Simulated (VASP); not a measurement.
Here is a VASP 6.6.1 calculation.

File INCAR:

```
PREC = Accurate ; ENCUT = 520
EDIFF = 1E-7 ; ISMEAR = 0
SIGMA = 0.1 ; LREAL = False
LASPH = True ; NELM = 100
ALGO = Fast ; ISIF = 2
LWAVE = False ; LCHARG = False
GGA = PE ; NBANDS = 11
```

KPOINTS

```
Automatic mesh
0
Gamma
  10 10 10
```

Contents of POSCAR:

```
Ca
1.0
    3.6397151595      0.0195364755      0.0002093194
    0.0195364755      3.6830442713     -0.0298977848
    0.0002093194     -0.0298977848      3.6217136928
Ca
1
Direct
    0.0000000000      0.0000000000      0.0000000000
```

Potentials or basis: VASP PAW PBE potentials, release 64 (Ca_sv).

Command:

```bash
$ cat potpaw_PBE.64/Ca_sv/POTCAR > POTCAR
$ mpirun -np 1 vasp_std > vasp.out
```

Problem. What does it give for the band gap on the k mesh?

Solution. Zero (bands 5 and 6 overlap by 1.23 eV).

Problem. Estimate the pressure.

Solution. -1.0 GPa.

Stress tensor (GPa, compression positive):
```
-0.94  0.07  0.00
 0.07 -1.34 -0.11
 0.00 -0.11 -0.73
```

Caveat: the cell differs from its parent crystal (the cell strained at random).
